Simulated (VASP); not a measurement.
# CoSbH4 (Cmmm) in VASP: a series of runs, part 2 of 2

VASP 6.6.1. Earlier steps stand in the parts before.

### Step 4. Relaxation of cell and atoms, PBE

This run uses another cell than the first one, of 14.19 Å³/atom.

INCAR

```
SYSTEM = CoSbH4
PREC = Accurate
ENCUT = 600
EDIFF = 1E-6
ISMEAR = 0
SIGMA = 0.1
LREAL = .FALSE.
LASPH = .TRUE.
NELM = 60
ALGO = Normal
ISIF = 3
LWAVE = .FALSE.
LCHARG = .FALSE.
GGA = PE
IBRION = 2
NSW = 60
EDIFFG = -0.01
```

KPOINTS

```
Automatic mesh
0
G
  8 8 6
  0 0 0
```

POSCAR

```
CoSbH4
1.0
    2.6303762957     -2.6830382606      0.0000000000
    2.6303762957      2.6830382606      0.0000000000
    0.0000000000      0.0000000000      6.0337893808
Co Sb H
1 1 4
Direct
    0.5000000000      0.5000000000      0.5000000000
    0.0000000000      0.0000000000      0.5000000000
    0.5831081499      0.5831081499      0.7559306821
    0.4168918501      0.4168918501      0.7559306821
    0.4168918501      0.4168918501      0.2440693179
    0.5831081499      0.5831081499      0.2440693179
```

Potentials or basis: VASP PAW PBE potentials, release 64 (Co, Sb, H).

The run is started by

```sh
$ cat potpaw_PBE.64/Co/POTCAR potpaw_PBE.64/Sb/POTCAR potpaw_PBE.64/H/POTCAR > POTCAR
$ mpirun -np 1 vasp_std > vasp.out
```

Wall time 19 min (1 thread of Intel Xeon Platinum 8559C (Emerald Rapids), shared host); peak memory 0.31 GiB.

It converged, with:

```
Free energy                           : -22.9619 eV
Relaxed volume                        : 12.16 Å³/atom
Relaxed cell                          : a = 3.748 Å, b = 3.748 Å, c = 5.196 Å, α = 90.00°, β = 90.00°, γ = 91.34°
Space group after relaxing (to 0.1 Å) : Cmmm (No. 65)
Energy gained by relaxing             : 9.3 meV/atom
Ionic steps                           : 36
Pressure after relaxing               : 0.0 GPa
Largest force after relaxing          : 0.007 eV/Å
Band gap on the k mesh                : zero (bands 9 and 10 overlap by 0.96 eV)
```

Forces on the atoms (eV/Å):
```
Co   0.000  0.000  0.000
Sb   0.000  0.000  0.000
H    0.000  0.000  0.007
H    0.000  0.000  0.007
H    0.000  0.000 -0.007
H    0.000  0.000 -0.007
```

The path:
| step | energy change (eV) | largest force (eV/Å) | pressure (GPa) | volume (Å³) |
| --- | --- | --- | --- | --- |
| 1 | 0.0000 | 0.0766 | -0.26 | 85.17 |
| 2 | -0.0009 | 0.0618 | 0.01 | 84.88 |
| 3 | -0.0009 | 0.0626 | 0.00 | 84.88 |
| 4 | -0.0016 | 0.0474 | -0.06 | 84.75 |
| 5 | -0.0026 | 0.0064 | -0.11 | 84.36 |
| 6 | -0.0033 | 0.0045 | -0.07 | 84.22 |
| 7 | -0.0053 | 0.0044 | -0.09 | 83.81 |
| 8 | -0.0092 | 0.0160 | -0.17 | 82.98 |
| 9 | -0.0173 | 0.0384 | -0.22 | 81.33 |
| 10 | -0.0326 | 0.0786 | -0.33 | 77.99 |
| 11 | -0.0293 | 0.1615 | 0.29 | 71.26 |
| 12 | -0.0383 | 0.1521 | 0.02 | 75.05 |
| 13 | -0.0365 | 0.1771 | 0.16 | 72.83 |
| 14 | -0.0380 | 0.1722 | 0.14 | 73.51 |
| 15 | -0.0386 | 0.1661 | 0.12 | 73.38 |
| 16 | -0.0399 | 0.1476 | 0.08 | 73.00 |
| 17 | -0.0410 | 0.1097 | 0.02 | 72.24 |
| 18 | -0.0421 | 0.1036 | 0.01 | 72.27 |
| 19 | -0.0453 | 0.0856 | -0.01 | 72.36 |
| 20 | -0.0501 | 0.0537 | 0.01 | 72.55 |
| 21 | -0.0539 | 0.0525 | 0.10 | 72.90 |
| 22 | -0.0544 | 0.0320 | 0.06 | 72.96 |
| 23 | -0.0552 | 0.0402 | -0.15 | 73.12 |
| 24 | -0.0556 | 0.0028 | -0.12 | 73.08 |
| 25 | -0.0557 | 0.0200 | -0.02 | 73.05 |
| 26 | -0.0557 | 0.0152 | -0.02 | 73.06 |
| 27 | -0.0557 | 0.0144 | -0.18 | 73.06 |
| 28 | -0.0557 | 0.0226 | 0.07 | 72.92 |
| 29 | -0.0557 | 0.0213 | 0.10 | 72.94 |
| 30 | -0.0557 | 0.0198 | 0.08 | 72.97 |
| 31 | -0.0557 | 0.0168 | 0.03 | 73.01 |
| 32 | -0.0557 | 0.0177 | -0.03 | 73.00 |
| 33 | -0.0557 | 0.0190 | 0.01 | 72.98 |
| 34 | -0.0557 | 0.0193 | 0.02 | 72.97 |
| 35 | -0.0557 | 0.0196 | 0.03 | 72.97 |
| 36 | -0.0558 | 0.0073 | 0.01 | 72.96 |

Final structure:
```
CELL_PARAMETERS angstrom
2.61895 -2.68073 0.00000
2.61895 2.68073 0.00000
0.00000 0.00000 5.19586
ATOMIC_POSITIONS crystal
Co 0.50000 0.50000 0.50000
Sb 0.00000 0.00000 0.50000
H 0.58405 0.58405 0.79465
H 0.41595 0.41595 0.79465
H 0.41595 0.41595 0.20535
H 0.58405 0.58405 0.20535
```

Levels at points of the mesh, in eV from the Fermi level:
| k point | band 6 | band 7 | band 8 | band 9 | band 10 | band 11 | band 12 | band 13 |
| --- | --- | --- | --- | --- | --- | --- | --- | --- |
| (0.00, 0.00, 0.00) | -1.63 | -1.40 | -0.91 | -0.23 | 0.20 | 0.21 | 2.59 | 5.91 |
| (0.50, 0.00, 0.00) | -2.59 | -1.85 | -1.11 | 0.51 | 1.06 | 1.94 | 3.62 | 4.53 |
| (0.50, 0.50, 0.00) | -2.84 | -1.94 | -1.31 | -0.95 | -0.36 | 0.29 | 3.77 | 3.88 |
| (0.00, 0.00, 0.50) | -1.66 | -1.40 | -0.65 | -0.53 | 0.31 | 0.46 | 4.76 | 5.56 |
| (0.50, 0.00, 0.50) | -2.58 | -1.91 | -1.09 | -0.17 | 2.41 | 3.73 | 3.83 | 5.46 |
| (0.50, 0.50, 0.50) | -3.06 | -2.03 | -1.19 | -0.95 | -0.45 | -0.32 | 2.44 | 3.83 |

Caveat: spin-orbit coupling is left out, which moves the levels of the heavy elements; the run has no spin polarisation, though such a crystal can be magnetic. Spin polarisation is off, so any magnetic state and its effect on volume and gap are missing.

### Step 5. Relaxation of cell and atoms, PBE, collinear spin, ferromagnetic start

This run uses another cell than the first one, of 11.50 Å³/atom.

INCAR

```
PREC = Accurate
ENCUT = 600
EDIFF = 1E-7
ISMEAR = 0
SIGMA = 0.2
LREAL = F
LASPH = T
NELM = 150
ALGO = Normal
ISIF = 3
LWAVE = F
LCHARG = F
ISPIN = 2
MAGMOM = 3 0 0 0 0 0
LORBIT = 11
LMAXMIX = 4
GGA = PE
IBRION = 2
NSW = 36
EDIFFG = -0.08
```

KPOINTS

```
regular mesh
0
Gamma
  5 5 3
```

POSCAR

```
CoSbH4
1.0
    1.9981563700     -2.8646995900      0.0000000000
    1.9981563700      2.8646995900      0.0000000000
    0.0000000000      0.0000000000      6.0284329600
Co Sb H
1 1 4
Direct
    0.5000000000      0.5000000000      0.5000000000
    0.0000000000      0.0000000000      0.5000000000
    0.7201629200      0.7201629200      0.7851251300
    0.2798370800      0.2798370800      0.7851251300
    0.2798370800      0.2798370800      0.2148748700
    0.7201629200      0.7201629200      0.2148748700
```

Potentials or basis: VASP PAW PBE potentials, release 64 (Co, Sb, H).

The run is started by

```sh
$ cat potpaw_PBE.64/Co/POTCAR potpaw_PBE.64/Sb/POTCAR potpaw_PBE.64/H/POTCAR > POTCAR
$ mpirun -np 1 vasp_std > vasp.out
```

OUTCAR:

```text
PREC = Accurate
   ENCUT = 600
   EDIFF = 1E-7
   ISMEAR = 0
   LREAL = F
   LASPH = T
   NELM = 150
   ISIF = 3
   ISPIN = 2
   LORBIT = 11
   GGA = PE
   IBRION = 2
   NSW = 36
   EDIFFG = -0.08

 ion  position               nearest neighbor table
   1  0.500  0.500  0.500-   3 1.93   4 1.93   5 1.93   6 1.93   2 2.00   2 2.00   2 2.86   2 2.86

   2  0.000  0.000  0.500-   1 2.00   1 2.00   4 2.05   5 2.05   6 2.05   3 2.05   1 2.86   1 2.86

   3  0.720  0.720  0.785-   1 1.93   2 2.05
   4  0.280  0.280  0.785-   1 1.93   2 2.05
   5  0.280  0.280  0.215-   1 1.93   2 2.05
   6  0.720  0.720  0.215-   1 1.93   2 2.05

  LATTYP: Found a base centered orthorhombic cell.
 ALAT       =     3.9963127400
 B/A-ratio  =     1.4336713748
 C/A-ratio  =     1.5084987968

  Lattice vectors:

 A1 = (   1.9981563700,  -2.8646995900,   0.0000000000)
 A2 = (   1.9981563700,   2.8646995900,   0.0000000000)
 A3 = (   0.0000000000,   0.0000000000,   6.0284329600)

Analysis of symmetry for initial positions (statically):
=====================================================================
 Subroutine PRICEL returns:
 Original cell was already a primitive cell.

 Routine SETGRP: Setting up the symmetry group for a
 base centered orthorhombic supercell.

 Subroutine GETGRP returns: Found  8 space group operations
[... 962 lines left out ...]

[... ionic steps 4 to 11 ...]

--------------------------------------- Ionic step       12  -------------------------------------------

 number of electron      17.9999986 magnetization       0.0000080

 number of electron      17.9999986 magnetization      -0.0000077
[... 81 lines left out ...]
 number of electron      17.9999992 magnetization      -0.0000047

 number of electron      17.9999992 magnetization       0.0000014

 Free energy of the ion-electron system (eV)
  ---------------------------------------------------
  ext. energy  EPLUGINS =         0.00000000
  ---------------------------------------------------
  free energy    TOTEN  =       -22.60344218 eV

  energy without entropy =      -22.56440599  energy(sigma->0) =      -22.58392409

 E-fermi :   3.8784     XC(G=0):  -9.2694

 val. band max:        3.8197408591   @ k =   0.4000   0.4000   0.0000
 cond. band min:       3.9172786006   @ k =   0.4000   0.2000   0.3333
 fundamental gap:      0.0975377414
 Fermi energy:         3.8783746799

 spin component 1

 k-point     1 :       0.0000    0.0000    0.0000
  band No.  band energies     occupation
      1      -7.6532      1.00000
      2      -0.9085      1.00000
      3      -0.1536      1.00000
      4       0.3840      1.00000
      5       0.9454      1.00000
      6       2.1371      1.00000
      7       2.5400      1.00000
      8       2.7156      1.00000
      9       4.0681      0.08988
     10       5.0977      0.00000
     11       7.5843      0.00000
[... 668 lines left out ...]
  FREE ENERGIE OF THE ION-ELECTRON SYSTEM (eV)
  ---------------------------------------------------
  free  energy   TOTEN  =       -22.6034421824 eV

  energy  without entropy=      -22.5644059935  energy(sigma->0) =      -22.58392409

 reached required accuracy - stopping structural energy minimisation

 total charge

# of ion       s       p       d       tot
------------------------------------------
    1        0.528   0.690   7.482   8.699
    2        1.196   1.061   0.076   2.332
    3        0.513   0.016   0.000   0.529
    4        0.513   0.016   0.000   0.529
    5        0.513   0.016   0.000   0.529
    6        0.513   0.016   0.000   0.529
--------------------------------------------------
tot          3.776   1.815   7.557  13.148

 magnetization (x)

# of ion       s       p       d       tot
------------------------------------------
    1        0.000   0.000   0.000   0.000
    2        0.000  -0.000   0.000   0.000
    3       -0.000   0.000   0.000  -0.000
    4       -0.000   0.000   0.000  -0.000
    5       -0.000   0.000   0.000  -0.000
    6       -0.000   0.000   0.000  -0.000
--------------------------------------------------
tot          0.000  -0.000   0.000   0.000
```

CONTCAR:

```text
CoSbH4
   1.00000000000000
     2.7850548340633798   -2.4898925248756036    0.0000000000000000
     2.7850548340633798    2.4898925248756036    0.0000000000000000
     0.0000000000000000    0.0000000000000000    4.7277251173871697
  Co              Sb              H
     1     1     4
Direct
     0.5000000000000000    0.5000000000000000    0.5000000000000000
     0.0000000000000000    0.0000000000000000    0.5000000000000000
     0.6734268436077396    0.6734268436077396    0.7567576486351254
     0.3265731563922602    0.3265731563922602    0.7567576486351254
     0.3265731563922602    0.3265731563922602    0.2432423513648748
     0.6734268436077396    0.6734268436077396    0.2432423513648748

  0.00000000E+00  0.00000000E+00  0.00000000E+00
  0.00000000E+00  0.00000000E+00  0.00000000E+00
  0.00000000E+00  0.00000000E+00  0.00000000E+00
  0.00000000E+00  0.00000000E+00  0.00000000E+00
  0.00000000E+00  0.00000000E+00  0.00000000E+00
  0.00000000E+00  0.00000000E+00  0.00000000E+00
```

Run time: 5.8 min. Hardware: 1 thread of Intel Xeon Platinum 8559C (Emerald Rapids), shared host; peak memory 0.25 GiB.

What came out:

| Item | Value |
| --- | --- |
| Free energy | -22.6034 eV |
| Relaxed volume | 10.93 Å³/atom |
| Relaxed cell | a = 3.736 Å, b = 3.736 Å, c = 4.728 Å, α = 90.00°, β = 90.00°, γ = 83.59° |
| Space group after relaxing (to 0.1 Å) | Cmmm (No. 65) |
| Energy gained by relaxing | 879.5 meV/atom |
| Ionic steps | 14 |
| Pressure after relaxing | 0.5 GPa |
| Largest force after relaxing | 0.050 eV/Å |
| Band gap on the k mesh | zero (filled and empty bands overlap) |
| Net moment | 0.00 μB per cell |
| Valence electrons inside the program's atomic spheres | Co 8.70; Sb 2.33; H 0.53 |

Forces in eV/Å, atoms in the order of the input:
```
Co   0.000  0.000  0.000
Sb   0.000  0.000  0.000
H   -0.050  0.000  0.009
H    0.050  0.000  0.009
H    0.050  0.000 -0.009
H   -0.050  0.000 -0.009
```

Step by step:
```
step  energy change (eV)  largest force (eV/Å)  pressure (GPa)  volume (Å³)
   1              0.0000                1.2111           21.34        69.01
   2             -3.5149                1.4418          -10.69        82.81
   3             -3.4418                1.3664           -8.74        80.28
   4             -3.5047                1.4217          -10.23        82.13
   5             -4.5155                1.0424           -5.71        73.91
   6             -4.8818                0.5905            1.02        67.24
   7             -4.8828                0.5981            1.96        66.60
   8             -5.0970                0.4236            1.36        65.77
   9             -5.2171                0.3909            2.21        64.43
  10             -5.2445                0.3142           -1.74        66.51
  11             -5.2547                0.1714           -0.48        65.79
  12             -5.2641                0.1448           -0.01        65.55
  13             -5.2706                0.1006            0.89        65.12
  14             -5.2771                0.0504            0.49        65.57
```

Final structure:
```
CELL_PARAMETERS angstrom
2.78505 -2.48989 0.00000
2.78505 2.48989 0.00000
0.00000 0.00000 4.72773
ATOMIC_POSITIONS crystal
Co 0.50000 0.50000 0.50000
Sb 0.00000 0.00000 0.50000
H 0.67343 0.67343 0.75676
H 0.32657 0.32657 0.75676
H 0.32657 0.32657 0.24324
H 0.67343 0.67343 0.24324
```

Caveat: the k points lie up to 0.44 Å⁻¹ apart in the final cell, too coarse for converged energies and pressures of a metal; the moments typed at the start vanished in this run; a cell axis changed by over 15 % at a fixed basis, so the end point is rough; spin-orbit coupling is left out, which moves the levels of the heavy elements; the relaxation stopped at a loose force limit of 0.08 eV/Å, so its end isn't a converged minimum.

### Step 6. The runs side by side

| task | potentials or basis | cell | k mesh | cutoff (eV) | gap on the mesh (eV) | pressure (GPa) | largest force (eV/Å) |
| --- | --- | --- | --- | --- | --- | --- | --- |
| single point | VASP PAW PBE potentials, release 64 (Co_sv, Sb_d_GW, H) | a = 3.753, b = 3.753, c = 5.174 Å, angles 90.0, 90.0, 91.3°, 6 atoms, atomic positions A | 8 × 8 × 6 | 690 | none | -0.3 | 0.01 |
| single point | VASP PAW PBE potentials, release 64 (Co_sv, Sb_d_GW, H) | a = 3.775, b = 3.775, c = 4.677 Å, angles 90.0, 90.0, 97.9°, 6 atoms, atomic positions B | 8 × 8 × 8 | 690 | none | -0.2 | - |
| relaxation of cell and atoms | VASP PAW PBE potentials, release 64 (Co, Sb, H) | relaxed from a = 3.757, b = 3.757, c = 6.034 Å, angles 90.0, 90.0, 91.1°, 6 atoms, atomic positions C | 8 × 8 × 6 | 600 | none | 0.0 | 0.01 |

Alike in all rows: level PBE; no spin polarisation; smearing gaussian 0.1 eV.

Caveats: spin-orbit coupling is left out, which moves the levels of the heavy elements; the run has no spin polarisation, though such a crystal can be magnetic.

Absolute energies hang on the potentials; compare differences alone.

The gap in the log of VASP goes by the Fermi energy; the results here count the filled bands.